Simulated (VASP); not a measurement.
# Be4TeSe3 in VASP: further runs

Be4TeSe3 is run at these levels: PBE; tasks: single point.

All numbers are computed with VASP 6.6.1; they aren't measurements. Logs are shortened: lines on timing, memory, paths and dates and some standing lists are left out, and cuts for length are marked.

## (1) The cell of the first run

It takes space group Pm-3m (No. 221, cubic). The conventional cell has a = 5.102 Å, b = 5.102 Å, c = 5.102 Å, α = 90.00°, β = 90.00°, γ = 90.00°. Within 3.4 Å of Be (site symmetry 4/mmm) lie 2 Te at 2.55 Å and 4 Se at 2.55 Å. Within 3.4 Å of Be (site symmetry m-3m) lie 6 Se at 2.55 Å. Te (site symmetry m-3m) has 6 Be at 2.55 Å within 3.4 Å. Se (site symmetry 4/mmm) has 6 Be at 2.55 Å within 3.4 Å.

## (2) Single point, PBE

File INCAR:

```
ALGO = Normal
EDIFF = 1E-6
ENCUT = 600
GGA = PE
GGA_COMPAT = F
ISIF = 2
ISMEAR = 0
LASPH = T
LCHARG = T
LELF = T
LREAL = F
LVHAR = T
LWAVE = F
NBANDS = 26
NELM = 120
PREC = Accurate
SIGMA = 0.15
```

File KPOINTS:

```
k-points
0
Gamma
  2 2 2
```

File POSCAR:

```
Be4TeSe3
1.0
    5.1022022790      0.0000000000      0.0000000000
    0.0000000000      5.1022022790      0.0000000000
    0.0000000000      0.0000000000      5.1022022790
Be Te Se
4 1 3
Direct
    0.0000000000      0.5000000000      0.5000000000
    0.5000000000      0.0000000000      0.5000000000
    0.5000000000      0.5000000000      0.0000000000
    0.0000000000      0.0000000000      0.0000000000
    0.5000000000      0.5000000000      0.5000000000
    0.5000000000      0.0000000000      0.0000000000
    0.0000000000      0.5000000000      0.0000000000
    0.0000000000      0.0000000000      0.5000000000
```

Potentials or basis: VASP PAW PBE potentials, release 64 (Be, Te, Se).

Run with:

```sh
$ cat potpaw_PBE.64/Be/POTCAR potpaw_PBE.64/Te/POTCAR potpaw_PBE.64/Se/POTCAR > POTCAR
$ mpirun -np 1 vasp_std > vasp.out
```

OUTCAR:

```text
EDIFF = 1E-6
   ENCUT = 600
   GGA = PE
   ISIF = 2
   ISMEAR = 0
   LASPH = T
   LREAL = F
   NELM = 120
   PREC = Accurate

 ion  position               nearest neighbor table
   1  0.000  0.500  0.500-   5 2.55   7 2.55   8 2.55   7 2.55   8 2.55   5 2.55
   2  0.500  0.000  0.500-   5 2.55   6 2.55   8 2.55   6 2.55   5 2.55   8 2.55
   3  0.500  0.500  0.000-   5 2.55   6 2.55   7 2.55   5 2.55   6 2.55   7 2.55
   4  0.000  0.000  0.000-   6 2.55   7 2.55   8 2.55   8 2.55   7 2.55   6 2.55
   5  0.500  0.500  0.500-   1 2.55   2 2.55   3 2.55   3 2.55   2 2.55   1 2.55
   6  0.500  0.000  0.000-   2 2.55   3 2.55   4 2.55   2 2.55   3 2.55   4 2.55
   7  0.000  0.500  0.000-   1 2.55   3 2.55   4 2.55   1 2.55   4 2.55   3 2.55
   8  0.000  0.000  0.500-   1 2.55   2 2.55   4 2.55   4 2.55   1 2.55   2 2.55

  LATTYP: Found a simple cubic cell.
 ALAT       =     5.1022022790

  Lattice vectors:

 A1 = (   5.1022022790,   0.0000000000,   0.0000000000)
 A2 = (   0.0000000000,   5.1022022790,   0.0000000000)
 A3 = (   0.0000000000,   0.0000000000,   5.1022022790)

Analysis of symmetry for initial positions (statically):
=====================================================================
 Subroutine PRICEL returns:
 Original cell was already a primitive cell.

 Routine SETGRP: Setting up the symmetry group for a
 simple cubic supercell.

 Subroutine GETGRP returns: Found 48 space group operations
 (whereof 48 operations were pure point group operations)
 out of a pool of 48 trial point group operations.

The static configuration has the point symmetry O_h .

Analysis of symmetry for dynamics (positions and initial velocities):
=====================================================================
 Subroutine PRICEL returns:
 Original cell was already a primitive cell.

 Routine SETGRP: Setting up the symmetry group for a
 simple cubic supercell.

 Subroutine GETGRP returns: Found 48 space group operations
 (whereof 48 operations were pure point group operations)
 out of a pool of 48 trial point group operations.

The dynamic configuration has the point symmetry O_h .

 Subroutine INISYM returns: Found 48 space group operations
 (whereof 48 operations are pure point group operations),
 and found     1 'primitive' translations

----------------------------------------------------------------------------------------

                                     Primitive cell

  volume of cell :     132.8229

  direct lattice vectors                    reciprocal lattice vectors
     5.102202279  0.000000000  0.000000000     0.195993797  0.000000000  0.000000000
     0.000000000  5.102202279  0.000000000     0.000000000  0.195993797  0.000000000
     0.000000000  0.000000000  5.102202279     0.000000000  0.000000000  0.195993797

  length of vectors
     5.102202279  5.102202279  5.102202279     0.195993797  0.195993797  0.195993797

  position of ions in fractional coordinates (direct lattice)
     0.000000000  0.500000000  0.500000000
     0.500000000  0.000000000  0.500000000
     0.500000000  0.500000000  0.000000000
     0.000000000  0.000000000  0.000000000
     0.500000000  0.500000000  0.500000000
     0.500000000  0.000000000  0.000000000
     0.000000000  0.500000000  0.000000000
     0.000000000  0.000000000  0.500000000

  ion indices of the primitive-cell ions
   primitive index   ion index
                 1           1
                 2           2
                 3           3
                 4           4
                 5           5
                 6           6
                 7           7
                 8           8

----------------------------------------------------------------------------------------

 KPOINTS: k-points

Automatic generation of k-mesh.
 Grid dimensions read from file:
 generate k-points for:    2    2    2

 Generating k-lattice:

  Cartesian coordinates                     Fractional coordinates (reciprocal lattice)
     0.097996899  0.000000000  0.000000000     0.500000000  0.000000000  0.000000000
     0.000000000  0.097996899  0.000000000     0.000000000  0.500000000  0.000000000
     0.000000000  0.000000000  0.097996899     0.000000000  0.000000000  0.500000000

  Length of vectors
     0.097996899  0.097996899  0.097996899

  Shift w.r.t. Gamma in fractional coordinates (k-lattice)
     0.000000000  0.000000000  0.000000000

 Subroutine IBZKPT returns following result:
 ===========================================

 Found      4 irreducible k-points:

 Following reciprocal coordinates:
            Coordinates               Weight
  0.000000  0.000000  0.000000      1.000000
  0.500000  0.000000  0.000000      3.000000
  0.500000  0.500000  0.000000      3.000000
  0.500000  0.500000  0.500000      1.000000
   k-points           NKPTS =      4   k-points in BZ     NKDIM =      4   number of bands    NBANDS=     26
   number of dos      NEDOS =    301   number of ions     NIONS =      8
   total plane-waves  NPLWV =  74088
   dimension x,y,z NGX =    42 NGY =   42 NGZ =   42
   dimension x,y,z NGXF=    84 NGYF=   84 NGZF=   84
   ions per type =               4   1   3
   NGX,Y,Z   is equivalent  to a cutoff of  13.68, 13.68, 13.68 a.u.
   NGXF,Y,Z  is equivalent  to a cutoff of  27.37, 27.37, 27.37 a.u.
 SYSTEM =  unknown system
   PREC   = accura    normal or accurate (medium, high low for compatibility)
   ISTART =      0    job   : 0-new  1-cont  2-samecut
   ICHARG =      2    charge: 1-file 2-atom 10-const
   ISPIN  =      1    spin polarized calculation?
   LNONCOLLINEAR =      F non collinear calculations
   LSORBIT =      F    spin-orbit coupling
   LASPH  =      T    aspherical Exc in radial PAW
   ENCUT  =  600.0 eV  44.10 Ry    6.64 a.u.  10.19 10.19 10.19*2*pi/ulx,y,z
   NELM   =    120;   NELMIN=  2; NELMDL= -5     # of ELM steps
   EDIFF  = 0.1E-05   stopping-criterion for ELM
   LREAL  =      F    real-space projection
   EDIFFG = 0.1E-04   stopping-criterion for IOM
   NSW    =      0    number of steps for IOM
   IBRION =     -1    ionic relax: 0-MD 1-quasi-New 2-CG
   NFREE  =      0    steps in history (QN), initial steepest desc. (CG)
   ISIF   =      2    stress and relaxation
   ISYM   =      2    0-nonsym 1-usesym 2-fastsym
   POTIM  = 0.5000    time-step for ionic-motion
[... 14 lines left out ...]
  Thomas-Fermi vector in A             =   2.152141
   LORBIT       =      0    0 simple, 1 ext, 2 COOP (PROOUT), +10 PAW based schemes
   GGA     = PE    functional components
   LHFCALC =     F    Hartree Fock is set to
   AEXX    =    0.0000 exact exchange contribution
   IVDW    =     0    specifies the selected vdW correction
   LEPSILON=     F    determine dielectric tensor
   LRPA    =     F    only Hartree local field effects (RPA)
 non-spin polarized calculation
 Gauss-broadening in eV      SIGMA  =   0.15
  energy-cutoff  :      600.00
  volume of cell :      132.82
 maximum number of plane-waves:      4468
 NGX is ok and might be reduce to    42
   NGX = 21   NGY = 21   NGZ = 21

 number of electron      32.0000004 magnetization

 Free energy of the ion-electron system (eV)
  ---------------------------------------------------
  ext. energy  EPLUGINS =         0.00000000
  ---------------------------------------------------
  free energy    TOTEN  =       -28.59548230 eV

  energy without entropy =      -28.55447012  energy(sigma->0) =      -28.57497621

 E-fermi :   5.4649     XC(G=0): -10.0183

 val. band max:        5.2807868146   @ k =   0.0000   0.0000   0.0000
 cond. band min:       5.5063960859   @ k =   0.5000   0.5000   0.5000
 fundamental gap:      0.2256092713
 Fermi energy:         5.4649230428

 k-point     1 :       0.0000    0.0000    0.0000
  band No.  band energies     occupation
      1      -8.6991      2.00000
      2      -6.5042      2.00000
      3      -6.5042      2.00000
      4      -5.4150      2.00000
      5      -0.4913      2.00000
      6      -0.4913      2.00000
      7      -0.4913      2.00000
      8       2.6305      2.00000
      9       2.6305      2.00000
     10       2.6305      2.00000
     11       2.6442      2.00000
     12       2.6442      2.00000
     13       2.6442      2.00000
     14       5.1598      1.99599
     15       5.1598      1.99599
     16       5.2808      1.91745
     17       5.2808      1.91745
     18       5.2808      1.91745
     19       5.6103      0.17043
     20       8.6573      0.00000
     21       9.5087      0.00000
     22       9.5087      0.00000
     23       9.5087      0.00000
     24      12.8418      0.00000
     25      12.8418      0.00000
     26      12.8418      0.00000

 k-point     2 :       0.5000    0.0000    0.0000
  band No.  band energies     occupation
      1      -7.8672      2.00000
      2      -7.6577      2.00000
      3      -6.4797      2.00000
      4      -5.6549      2.00000
      5       0.5770      2.00000
      6       0.5770      2.00000
      7       0.8276      2.00000
      8       0.8276      2.00000
      9       1.6096      2.00000
     10       1.6711      2.00000
     11       2.1247      2.00000
     12       2.5977      2.00000
     13       3.6764      2.00000
     14       3.6764      2.00000
     15       3.7322      2.00000
     16       3.7322      2.00000
     17       7.3621      0.00000
     18       7.5530      0.00000
     19       9.0615      0.00000
     20       9.6521      0.00000
     21       9.6573      0.00000
     22       9.8459      0.00000
     23      10.6420      0.00000
     24      11.0186      0.00000
     25      12.8229      0.00000
     26      12.9158      0.00000

 k-point     3 :       0.5000    0.5000    0.0000
  band No.  band energies     occupation
      1      -7.2360      2.00000
      2      -7.2360      2.00000
      3      -7.2203      2.00000
      4      -6.2896      2.00000
      5       0.2295      2.00000
      6       0.2295      2.00000
      7       0.5160      2.00000
      8       0.7971      2.00000
      9       1.6653      2.00000
     10       1.9035      2.00000
     11       1.9035      2.00000
     12       1.9739      2.00000
     13       4.7585      2.00000
     14       4.8454      2.00000
     15       5.0810      1.99971
     16       5.0810      1.99971
     17       8.2546      0.00000
     18       8.3855      0.00000
     19       8.3855      0.00000
     20       8.4801      0.00000
     21       9.2086      0.00000
     22       9.6591      0.00000
     23       9.7369      0.00000
     24       9.7369      0.00000
     25      11.9836      0.00000
     26      12.5190      0.00000

 k-point     4 :       0.5000    0.5000    0.5000
  band No.  band energies     occupation
      1      -7.1459      2.00000
      2      -7.1459      2.00000
      3      -7.1459      2.00000
      4      -6.1320      2.00000
      5      -1.2035      2.00000
      6      -1.2035      2.00000
      7      -1.2035      2.00000
      8      -0.9099      2.00000
      9       5.0078      1.99998
     10       5.0078      1.99998
     11       5.0078      1.99998
     12       5.0613      1.99986
     13       5.0613      1.99986
     14       5.5064      0.69579
     15       5.5064      0.69579
     16       5.5064      0.69579
     17       8.3120      0.00000
     18       8.3120      0.00000
     19       8.3120      0.00000
     20       8.3255      0.00000
     21       8.3255      0.00000
     22       8.7792      0.00000
     23       8.7792      0.00000
     24       8.7795      0.00000
     25       8.8275      0.00000
     26       8.8275      0.00000

------------------------ aborting loop because EDIFF is reached ----------------------------------------

  FORCE on cell =-STRESS in cart. coord.  units (eV):
  Direction    XX          YY          ZZ          XY          YZ          ZX
  --------------------------------------------------------------------------------------
  -------------------------------------------------------------------------------------
  Total       -0.0020923     -0.0020923     -0.0020923      0.0000000     -0.0000000     -0.0000000
  in kB       -0.0252388     -0.0252388     -0.0252388      0.0000000     -0.0000000     -0.0000000
  external PRESSURE =      -0.0252388 kB  Pullay stress =       0.0000000 kB

 VOLUME and BASIS-vectors are now :
 -----------------------------------------------------------------------------
  energy-cutoff  :      600.00
  volume of cell :      132.82
      direct lattice vectors                 reciprocal lattice vectors
     5.102202279  0.000000000  0.000000000     0.195993797  0.000000000  0.000000000
     0.000000000  5.102202279  0.000000000     0.000000000  0.195993797  0.000000000
     0.000000000  0.000000000  5.102202279     0.000000000  0.000000000  0.195993797

 POSITION                                       TOTAL-FORCE (eV/Angst)
 -----------------------------------------------------------------------------------
      0.00000      2.55110      2.55110         0.000000      0.000000      0.000000
      2.55110      0.00000      2.55110         0.000000      0.000000      0.000000
      2.55110      2.55110      0.00000         0.000000      0.000000      0.000000
      0.00000      0.00000      0.00000         0.000000      0.000000      0.000000
      2.55110      2.55110      2.55110         0.000000      0.000000      0.000000
      2.55110      0.00000      0.00000         0.000000      0.000000      0.000000
      0.00000      2.55110      0.00000         0.000000      0.000000      0.000000
      0.00000      0.00000      2.55110         0.000000      0.000000      0.000000
 -----------------------------------------------------------------------------------
    total drift:                               -0.000000      0.000000     -0.000000

  FREE ENERGIE OF THE ION-ELECTRON SYSTEM (eV)
  ---------------------------------------------------
  free  energy   TOTEN  =       -28.5954822964 eV

  energy  without entropy=      -28.5544701173  energy(sigma->0) =      -28.57497621
```

Wall time 30 s (1 thread of AMD EPYC 7R43 (Zen 3), shared host); peak memory 0.22 GiB.

What came out:

| Property | Result |
| --- | --- |
| Free energy | -28.5955 eV |
| Pressure | 0.0 GPa |
| Band gap on the k mesh | zero (band 16 reaches 5.51 eV, above the bottom of band 17 at 5.28 eV) |

Levels at points of the mesh, in eV from the Fermi level:
```
           k point  band 12  band 13  band 14  band 15  band 16  band 17  band 18  band 19  band 20  band 21
(0.00, 0.00, 0.00)    -2.82    -2.82    -0.31    -0.31    -0.18    -0.18    -0.18     0.15     3.19     4.04
(0.50, 0.00, 0.00)    -2.87    -1.79    -1.79    -1.73    -1.73     1.90     2.09     3.60     4.19     4.19
(0.50, 0.50, 0.00)    -3.49    -0.71    -0.62    -0.38    -0.38     2.79     2.92     2.92     3.02     3.74
(0.50, 0.50, 0.50)    -0.40    -0.40     0.04     0.04     0.04     2.85     2.85     2.85     2.86     2.86
```

Caveat: the k points lie up to 0.62 Å⁻¹ apart; spin-orbit coupling is left out, which moves the levels of the heavy elements.

## (3) Single point, PBE

This run uses another cell than the first one, of 19.25 Å³/atom, 1.159 times its volume.

File INCAR:

```
ALGO     = Normal         # electronic algorithm
EDIFF    = 1E-6           # SCF threshold, eV
ENCUT    = 600            # plane-wave cutoff, eV
GGA      = PE             # functional
GGA_COMPAT= False        
ISIF     = 2              # what is computed and relaxed
ISMEAR   = 0              # smearing method
LASPH    = True           # aspherical terms in the spheres
LCHARG   = True           # write CHGCAR
LELF     = True           # ELF
LREAL    = False          # projectors in reciprocal space
LVHAR    = True         
LWAVE    = False          # write WAVECAR
NBANDS   = 26             # bands
NELM     = 120            # most SCF steps
PREC     = Accurate       # precision mode
SIGMA    = 0.15           # smearing width, eV
```

KPOINTS is that of step 2.

File POSCAR:

```
Be4TeSe3
1.0
    5.3599154200      0.0000000000      0.0000000000
    0.0000000000      5.3599154200      0.0000000000
    0.0000000000      0.0000000000      5.3599154200
Be Te Se
4 1 3
Direct
    0.5000000000      0.0000000000      0.0000000000
    0.0000000000      0.5000000000      0.0000000000
    0.0000000000      0.0000000000      0.5000000000
    0.0000000000      0.0000000000      0.0000000000
    0.5000000000      0.5000000000      0.5000000000
    0.0000000000      0.5000000000      0.5000000000
    0.5000000000      0.0000000000      0.5000000000
    0.5000000000      0.5000000000      0.0000000000
```

Potentials or basis: VASP PAW PBE potentials, release 64 (Be, Te, Se).

Run with:

```sh
$ cat potpaw_PBE.64/Be/POTCAR potpaw_PBE.64/Te/POTCAR potpaw_PBE.64/Se/POTCAR > POTCAR
$ mpirun -np 1 vasp_std > vasp.out
```

It took 35 s on 1 thread of AMD EPYC 7R43 (Zen 3), shared host; peak memory 0.28 GiB.

Results (log left out):

| Item | Value |
| --- | --- |
| Free energy | -23.6459 eV |
| Pressure | 0.3 GPa |
| Band gap on the k mesh | zero (band 16 reaches 4.80 eV, above the bottom of band 17 at 4.07 eV) |

Levels at points of the mesh, in eV from the Fermi level:
```csv
k point,band 14,band 15,band 16,band 17,band 18,band 19
"(0.00, 0.00, 0.00)",-2.95,-0.34,-0.34,1.10,1.10,1.10
"(0.50, 0.00, 0.00)",-1.66,-0.98,0.36,0.36,0.68,2.79
"(0.50, 0.50, 0.00)",-0.72,-0.72,-0.56,-0.37,1.49,1.49
"(0.50, 0.50, 0.50)",-0.63,-0.63,-0.63,0.86,2.02,2.02
```

Caveat: the k points lie up to 0.59 Å⁻¹ apart; spin-orbit coupling is left out, which moves the levels of the heavy elements.

## (4) Single point, PBE

This run uses another cell than the first one, of 16.09 Å³/atom, 0.969 times its volume.

File INCAR:

```
PREC = Accurate ; ENCUT = 600
EDIFF = 1E-6 ; ISMEAR = 0
SIGMA = 0.15 ; LREAL = F
LASPH = T ; NELM = 120
ALGO = Normal ; ISIF = 2
LWAVE = F ; LCHARG = T
GGA = PE ; LELF = T
LVHAR = T ; NBANDS = 26
GGA_COMPAT = F
```

File KPOINTS:

```
Automatic mesh
0
Gamma
  3 3 2
```

File POSCAR:

```
Be4TeSe3
1.0
    5.0590008544      0.0000000000      0.0000000000
    0.0000000000      5.0590008544      0.0000000000
    0.0000000000      0.0000000000      5.0297878615
Be Te Se
4 1 3
Direct
    0.0000000000      0.5000000000      0.0000000000
    0.5000000000      0.0000000000      0.0000000000
    0.0000000000      0.0000000000      0.5000000000
    0.5000000000      0.5000000000      0.5000000000
    0.0000000000      0.0000000000      0.0000000000
    0.0000000000      0.5000000000      0.5000000000
    0.5000000000      0.0000000000      0.5000000000
    0.5000000000      0.5000000000      0.0000000000
```

Run with:

```sh
$ cat potpaw_PBE.64/Be/POTCAR potpaw_PBE.64/Te/POTCAR potpaw_PBE.64/Se/POTCAR > POTCAR
$ mpirun -np 1 vasp_std > vasp.out
```

It took 30 s on 1 thread of AMD EPYC 7R43 (Zen 3), shared host; peak memory 0.21 GiB.

Results (log left out):

```
Free energy            : -29.5835 eV
Pressure               : 0.2 GPa
Band gap on the k mesh : zero (band 16 reaches 5.97 eV, above the bottom of band 17 at 5.60 eV)
```

Levels at points of the mesh, in eV from the Fermi level:
```tsv
k point	band 13	band 14	band 15	band 16	band 17	band 18	band 19	band 20
(0.00, 0.00, 0.00)	-3.04	-0.45	-0.42	-0.41	-0.35	-0.35	0.04	3.33
(0.00, 0.00, 0.50)	-2.11	-2.11	-1.95	-1.95	1.81	1.95	3.59	4.08
```

Caveat: the k points lie up to 0.62 Å⁻¹ apart; spin-orbit coupling is left out, which moves the levels of the heavy elements.

## (5) The runs side by side

```csv
cell,k mesh,gap on the mesh (eV),pressure (GPa)
"a = 5.102 Å, 8 atoms",2 × 2 × 2,none,0.0
"a = 5.360 Å, 8 atoms",2 × 2 × 2,none,0.3
"a = 5.059, b = 5.059, c = 5.030 Å, 8 atoms",3 × 3 × 2,none,0.2
```

Alike in all rows: task single point; level PBE; potentials or basis VASP PAW PBE potentials, release 64 (Be, Te, Se); no spin polarisation; cutoff (eV) 600; smearing gaussian 0.15 eV.

Caveats: all runs use coarse meshes; spin-orbit coupling is left out, which moves the levels of the heavy elements.

Absolute energies hang on the potentials; compare differences alone.
